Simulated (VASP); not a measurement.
# Mg4TlF3 (Pmmm) in VASP: single point with PBE

Aim: the single point of Mg4TlF3 with PBE.

Everything below comes from runs of VASP 6.6.1. Logs are shortened: lines on timing, memory, paths and dates and some standing lists are left out, and cuts for length are marked.

## 1. The cell of the first run

The structure is orthorhombic, space group Pmmm (No. 47). Conventional cell: a = 2.994 Å, b = 3.044 Å, c = 16.648 Å, α = 90.00°, β = 90.00°, γ = 90.00°. Within 3.7 Å of Mg (site symmetry mm2) lie 6 F at 2.68 to 3.63 Å and 7 Mg at 2.99 to 3.25 Å. Within 3.1 Å of Mg (site symmetry mm2) lie 4 F at 2.22 Å and 6 Mg at 2.99 to 3.08 Å. Tl (site symmetry mmm) has 4 Tl at 2.99 to 3.04 Å and 2 Mg at 4.00 Å and 8 F at 4.01 Å within 4.1 Å. Within 3.5 Å of F (site symmetry mmm) lie 8 Mg at 2.68 Å and 4 F at 2.99 to 3.04 Å. Within 3.1 Å of F (site symmetry mm2) lie 4 Mg at 2.22 Å and 4 F at 2.99 to 3.04 Å.

## 2. Single point, PBE

File INCAR:

```
SYSTEM = Mg4TlF3
PREC = Accurate
ENCUT = 520
EDIFF = 1E-6
ISMEAR = 0
SIGMA = 0.1
LREAL = .False.
LASPH = .True.
NELM = 80
ALGO = Normal
ISIF = 2
LWAVE = .False.
LCHARG = .False.
GGA = PE
NBANDS = 31
```

File KPOINTS:

```
regular mesh
0
Gamma
  12 12 4
  0 0 0
```

File POSCAR:

```
Mg4TlF3
1.0
    2.9936561335      0.0000000000      0.0000000000
    0.0000000000      3.0440162984      0.0000000000
    0.0000000000      0.0000000000     16.6475034029
Mg Tl F
4 1 3
Direct
    0.0000000000      0.5000000000      0.0977232640
    0.0000000000      0.5000000000      0.9022767360
    0.5000000000      0.5000000000      0.2597195215
    0.5000000000      0.5000000000      0.7402804785
    0.5000000000      0.5000000000      0.5000000000
    0.5000000000      0.0000000000      0.0000000000
    0.0000000000      0.0000000000      0.2958559238
    0.0000000000      0.0000000000      0.7041440762
```

Potentials or basis: VASP PAW PBE potentials, release 64 (Mg, Tl_d, F).

On the command line:

```
$ cat potpaw_PBE.64/Mg/POTCAR potpaw_PBE.64/Tl_d/POTCAR potpaw_PBE.64/F/POTCAR > POTCAR
$ mpirun -np 1 vasp_std > vasp.out
```

OUTCAR:

```text
SYSTEM = Mg4TlF3
   PREC = Accurate
   ENCUT = 520
   EDIFF = 1E-6
   ISMEAR = 0
   LREAL = .False.
   LASPH = .True.
   NELM = 80
   ISIF = 2
   GGA = PE

 ion  position               nearest neighbor table
   1  0.000  0.500  0.098-   6 2.68   6 2.68   6 2.68   6 2.68   3 3.08   3 3.08   2 3.25
   2  0.000  0.500  0.902-   6 2.68   6 2.68   6 2.68   6 2.68   4 3.08   4 3.08   1 3.25
   3  0.500  0.500  0.260-   7 2.22   7 2.22   7 2.22   7 2.22   1 3.08   1 3.08
   4  0.500  0.500  0.740-   8 2.22   8 2.22   8 2.22   8 2.22   2 3.08   2 3.08
   5  0.500  0.500  0.500-
   6  0.500  0.000  0.000-   1 2.68   2 2.68   1 2.68   2 2.68   1 2.68   2 2.68   1 2.68   2 2.68

   7  0.000  0.000  0.296-   3 2.22   3 2.22   3 2.22   3 2.22
   8  0.000  0.000  0.704-   4 2.22   4 2.22   4 2.22   4 2.22

  LATTYP: Found a simple orthorhombic cell.
 ALAT       =     2.9936561335
 B/A-ratio  =     1.0168222944
 C/A-ratio  =     5.5609270606

  Lattice vectors:

 A1 = (   2.9936561335,   0.0000000000,   0.0000000000)
 A2 = (   0.0000000000,   3.0440162984,   0.0000000000)
 A3 = (   0.0000000000,   0.0000000000,  16.6475034029)

Analysis of symmetry for initial positions (statically):
=====================================================================
 Subroutine PRICEL returns:
 Original cell was already a primitive cell.

 Routine SETGRP: Setting up the symmetry group for a
 simple orthorhombic supercell.

 Subroutine GETGRP returns: Found  8 space group operations
 (whereof  8 operations were pure point group operations)
 out of a pool of  8 trial point group operations.

The static configuration has the point symmetry D_2h.

Analysis of symmetry for dynamics (positions and initial velocities):
=====================================================================
 Subroutine PRICEL returns:
 Original cell was already a primitive cell.

 Routine SETGRP: Setting up the symmetry group for a
 simple orthorhombic supercell.

 Subroutine GETGRP returns: Found  8 space group operations
 (whereof  8 operations were pure point group operations)
 out of a pool of  8 trial point group operations.

The dynamic configuration has the point symmetry D_2h.

 Subroutine INISYM returns: Found  8 space group operations
 (whereof  8 operations are pure point group operations),
 and found     1 'primitive' translations

----------------------------------------------------------------------------------------

                                     Primitive cell

  volume of cell :     151.7043

  direct lattice vectors                    reciprocal lattice vectors
     2.993656134  0.000000000  0.000000000     0.334039701  0.000000000  0.000000000
     0.000000000  3.044016298  0.000000000     0.000000000  0.328513353  0.000000000
     0.000000000  0.000000000 16.647503403     0.000000000  0.000000000  0.060069067

  length of vectors
     2.993656134  3.044016298 16.647503403     0.334039701  0.328513353  0.060069067

  position of ions in fractional coordinates (direct lattice)
     0.000000000  0.500000000  0.097723264
     0.000000000  0.500000000  0.902276736
     0.500000000  0.500000000  0.259719522
     0.500000000  0.500000000  0.740280478
     0.500000000  0.500000000  0.500000000
     0.500000000  0.000000000  0.000000000
     0.000000000  0.000000000  0.295855924
     0.000000000  0.000000000  0.704144076

  ion indices of the primitive-cell ions
   primitive index   ion index
                 1           1
                 2           2
                 3           3
                 4           4
                 5           5
                 6           6
                 7           7
                 8           8

----------------------------------------------------------------------------------------

 KPOINTS: regular mesh

Automatic generation of k-mesh.
 Grid dimensions read from file:
 generate k-points for:   12   12    4

 Generating k-lattice:

  Cartesian coordinates                     Fractional coordinates (reciprocal lattice)
     0.027836642  0.000000000  0.000000000     0.083333333  0.000000000  0.000000000
     0.000000000  0.027376113  0.000000000     0.000000000  0.083333333  0.000000000
     0.000000000  0.000000000  0.015017267     0.000000000  0.000000000  0.250000000

  Length of vectors
     0.027836642  0.027376113  0.015017267

  Shift w.r.t. Gamma in fractional coordinates (k-lattice)
     0.000000000  0.000000000  0.000000000

 Subroutine IBZKPT returns following result:
 ===========================================

 Found    147 irreducible k-points:

 Following reciprocal coordinates:
            Coordinates               Weight
  0.000000  0.000000  0.000000      1.000000
  0.083333  0.000000  0.000000      2.000000
  0.166667  0.000000  0.000000      2.000000
  0.250000  0.000000  0.000000      2.000000
  0.333333  0.000000  0.000000      2.000000
  0.416667  0.000000  0.000000      2.000000
[... 16 lines left out ...]
  0.083333  0.250000  0.000000      4.000000
  0.166667  0.250000  0.000000      4.000000
 [... further k-points ...]
   k-points           NKPTS =    147   k-points in BZ     NKDIM =    147   number of bands    NBANDS=     31
   number of dos      NEDOS =    301   number of ions     NIONS =      8
   total plane-waves  NPLWV =  72576
   dimension x,y,z NGX =    24 NGY =   24 NGZ =  126
   dimension x,y,z NGXF=    48 NGYF=   48 NGZF=  252
   ions per type =               4   1   3
   NGX,Y,Z   is equivalent  to a cutoff of  13.33, 13.11, 12.58 a.u.
   NGXF,Y,Z  is equivalent  to a cutoff of  26.66, 26.21, 25.17 a.u.
 SYSTEM =  Mg4TlF3
   PREC   = accura    normal or accurate (medium, high low for compatibility)
   ISTART =      0    job   : 0-new  1-cont  2-samecut
   ICHARG =      2    charge: 1-file 2-atom 10-const
   ISPIN  =      1    spin polarized calculation?
   LNONCOLLINEAR =      F non collinear calculations
   LSORBIT =      F    spin-orbit coupling
   LASPH  =      T    aspherical Exc in radial PAW
   ENCUT  =  520.0 eV  38.22 Ry    6.18 a.u.   5.57  5.66 30.95*2*pi/ulx,y,z
   NELM   =     80;   NELMIN=  2; NELMDL= -5     # of ELM steps
   EDIFF  = 0.1E-05   stopping-criterion for ELM
   LREAL  =      F    real-space projection
   EDIFFG = 0.1E-04   stopping-criterion for IOM
   NSW    =      0    number of steps for IOM
   IBRION =     -1    ionic relax: 0-MD 1-quasi-New 2-CG
   NFREE  =      0    steps in history (QN), initial steepest desc. (CG)
   ISIF   =      2    stress and relaxation
   ISYM   =      2    0-nonsym 1-usesym 2-fastsym
   POTIM  = 0.5000    time-step for ionic-motion
   TEBEG  =    0.0;   TEEND  =   0.0 temperature during run
   PSTRESS=    0.0 pullay stress
   NELECT =      42.0000    total number of electrons
   NUPDOWN=      -1.0000    fix difference up-down
   EMIN   =  10.00;   EMAX   =-10.00  energy-range for DOS
   EFERMI =   0.00;   METHOD = LEGACY
   ISMEAR =     0;   SIGMA  =   0.10  broadening in eV -4-tet -1-fermi 0-gaus
   EFERMI_NEDOS =   21; number of points for ismear=-14 and -15
   IALGO  =     38    algorithm
   IMIX   =      4    mixing-type and parameters
     AMIX     =   0.40;   BMIX     =  1.00
     AMIX_MAG =   1.60;   BMIX_MAG =  1.00
  volume/ion in A,a.u.               =      18.96       127.97
  Fermi-wavevector in a.u.,A,eV,Ry     =   1.066986  2.016311 15.489668  1.138458
  Thomas-Fermi vector in A             =   2.202588
   LORBIT       =      0    0 simple, 1 ext, 2 COOP (PROOUT), +10 PAW based schemes
   GGA     = PE    functional components
   LHFCALC =     F    Hartree Fock is set to
   AEXX    =    0.0000 exact exchange contribution
   IVDW    =     0    specifies the selected vdW correction
   LEPSILON=     F    determine dielectric tensor
   LRPA    =     F    only Hartree local field effects (RPA)
 non-spin polarized calculation
 Gauss-broadening in eV      SIGMA  =   0.10
  energy-cutoff  :      520.00
  volume of cell :      151.70
 maximum number of plane-waves:      4122
 NGX is ok and might be reduce to    24
   NGX = 11   NGY = 11   NGZ = 61

 number of electron      42.0000034 magnetization

 Free energy of the ion-electron system (eV)
  ---------------------------------------------------
  ext. energy  EPLUGINS =         0.00000000
  ---------------------------------------------------
  free energy    TOTEN  =       -24.96270403 eV

  energy without entropy =      -24.94940982  energy(sigma->0) =      -24.95605693

 E-fermi :   3.9082     XC(G=0):  -8.8267

 val. band max:        3.9000248022   @ k =   0.1667   0.0000   0.5000
 cond. band min:       3.9093619038   @ k =   0.4167   0.4167   0.5000
 fundamental gap:      0.0093371016
 Fermi energy:         3.9081834034

 k-point     1 :       0.0000    0.0000    0.0000
  band No.  band energies     occupation
      1     -22.3630      2.00000
      2     -22.3629      2.00000
      3     -20.9905      2.00000
      4      -8.7689      2.00000
      5      -8.3877      2.00000
      6      -7.5894      2.00000
[... 23 lines left out ...]
     30      11.6289      0.00000
     31      12.1084      0.00000

 k-point     2 :       0.0833    0.0000    0.0000
  band No.  band energies     occupation
      1     -22.3505      2.00000
      2     -22.3503      2.00000
      3     -20.9790      2.00000
      4      -8.7129      2.00000
      5      -8.3483      2.00000
      6      -7.5986      2.00000
[... 23 lines left out ...]
     30      11.5444      0.00000
     31      11.6892      0.00000

 k-point     3 :       0.1667    0.0000    0.0000
  band No.  band energies     occupation
      1     -22.3159      2.00000
      2     -22.3158      2.00000
      3     -20.9474      2.00000
      4      -8.6028      2.00000
      5      -8.2029      2.00000
      6      -7.7149      2.00000
[... 703 lines left out ...]
     30       9.9784      0.00000
     31      10.1958      0.00000

 k-point    24 :       0.1667    0.2500    0.0000
  band No.  band energies     occupation
      1     -22.2362      2.00000
      2     -22.2362      2.00000
      3     -20.8725      2.00000
      4      -8.2804      2.00000
      5      -7.9267      2.00000
      6      -7.8471      2.00000
[... 23 lines left out ...]
     30       9.5309      0.00000
     31       9.5604      0.00000

 [... further k-points ...]

------------------------ aborting loop because EDIFF is reached ----------------------------------------

  FORCE on cell =-STRESS in cart. coord.  units (eV):
  Direction    XX          YY          ZZ          XY          YZ          ZX
  --------------------------------------------------------------------------------------
  -------------------------------------------------------------------------------------
  Total       -0.2755311     -0.2847322     -0.2070107      0.0000000      0.0000000      0.0000000
  in kB       -2.9099345     -3.0071092     -2.1862784      0.0000000      0.0000000      0.0000000
  external PRESSURE =      -2.7011074 kB  Pullay stress =       0.0000000 kB

 VOLUME and BASIS-vectors are now :
 -----------------------------------------------------------------------------
  energy-cutoff  :      520.00
  volume of cell :      151.70
      direct lattice vectors                 reciprocal lattice vectors
     2.993656134  0.000000000  0.000000000     0.334039701  0.000000000  0.000000000
     0.000000000  3.044016298  0.000000000     0.000000000  0.328513353  0.000000000
     0.000000000  0.000000000 16.647503403     0.000000000  0.000000000  0.060069067

 POSITION                                       TOTAL-FORCE (eV/Angst)
 -----------------------------------------------------------------------------------
      0.00000      1.52201      1.62685         0.000000     -0.000000     -0.000075
      0.00000      1.52201     15.02066         0.000000      0.000000      0.000075
      1.49683      1.52201      4.32368         0.000000     -0.000000      0.016780
      1.49683      1.52201     12.32382        -0.000000      0.000000     -0.016780
      1.49683      1.52201      8.32375         0.000000     -0.000000      0.000000
      1.49683      0.00000      0.00000         0.000000     -0.000000      0.000000
      0.00000      0.00000      4.92526         0.000000     -0.000000     -0.018806
      0.00000      0.00000     11.72224         0.000000      0.000000      0.018806
 -----------------------------------------------------------------------------------
    total drift:                                0.000000      0.000000     -0.000000

  FREE ENERGIE OF THE ION-ELECTRON SYSTEM (eV)
  ---------------------------------------------------
  free  energy   TOTEN  =       -24.9627040279 eV

  energy  without entropy=      -24.9494098236  energy(sigma->0) =      -24.95605693
```

Wall time 4.6 min (1 thread of Intel Xeon Platinum 8559C (Emerald Rapids), shared host); peak memory 0.71 GiB.

What came out:

```
Free energy            : -24.9627 eV
Pressure               : -0.3 GPa
Largest force          : 0.019 eV/Å
Band gap on the k mesh : zero (bands 21 and 22 overlap by 3.59 eV)
```

Forces on the atoms (eV/Å):
```
Mg   0.000  0.000  0.000
Mg   0.000  0.000  0.000
Mg   0.000  0.000  0.017
Mg   0.000  0.000 -0.017
Tl   0.000  0.000  0.000
F    0.000  0.000  0.000
F    0.000  0.000 -0.019
F    0.000  0.000  0.019
```

Levels at points of the mesh, in eV from the Fermi level:
```csv
k point,band 19,band 20,band 21,band 22,band 23,band 24
"(0.00, 0.00, 0.00)",-5.21,-4.31,-1.95,-1.92,0.31,0.74
"(0.50, 0.00, 0.00)",-2.35,-1.53,-1.08,-1.03,-0.84,1.27
"(0.00, 0.50, 0.00)",-2.38,-1.89,-1.68,-1.01,-0.36,1.10
"(0.50, 0.50, 0.00)",0.49,0.65,1.25,1.47,1.59,2.29
"(0.00, 0.00, 0.50)",-5.25,-4.22,-2.45,-1.08,-0.57,1.65
"(0.50, 0.00, 0.50)",-2.35,-1.54,-1.07,-1.02,-0.86,1.27
"(0.00, 0.50, 0.50)",-2.38,-1.89,-1.68,-1.02,-0.34,1.10
"(0.50, 0.50, 0.50)",0.49,0.65,1.28,1.44,1.59,2.29
```

Caveat: spin-orbit coupling is left out, which moves the levels of the heavy elements.
